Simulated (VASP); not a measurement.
Here is a VASP 6.6.1 calculation.

Contents of INCAR:

```
SYSTEM = LiV
PREC = Accurate ; ENCUT = 750
EDIFF = 1E-6 ; ISMEAR = 0
SIGMA = 0.1 ; LREAL = .FALSE.
LASPH = .TRUE. ; NELM = 200
ALGO = Normal ; ISIF = 2
LWAVE = .FALSE. ; LCHARG = .FALSE.
ISPIN = 2 ; MAGMOM = 1.5 0
LORBIT = 11 ; LMAXMIX = 4
GGA = PE ; NBANDS = 19
GGA_COMPAT = .FALSE.
```

The input KPOINTS:

```
Automatic mesh
0
G
  7 7 7
  0 0 0
```

Contents of POSCAR:

```
LiV
1.0
    2.9724551535      0.0000000000      0.0000000000
    0.0000000000      2.9724551535      0.0000000000
    0.0000000000      0.0000000000      2.9724551535
V Li
1 1
Direct
    0.0000000000      0.0000000000      0.0000000000
    0.5000000000      0.5000000000      0.5000000000
```

Potentials or basis: VASP PAW PBE potentials, release 64 (V_sv, Li_sv).

Run with:

```sh
$ cat potpaw_PBE.64/V_sv/POTCAR potpaw_PBE.64/Li_sv/POTCAR > POTCAR
$ mpirun -np 1 vasp_std > vasp.out
```

(1) Predict the pressure.

(2) Predict the band gap on the k mesh.

(3) Predict the net moment.

Results:

(1) -0.1 GPa.

(2) zero (filled and empty bands overlap).

(3) 0.00 μB per cell.

Caveat: the moments typed at the start vanished in this run.
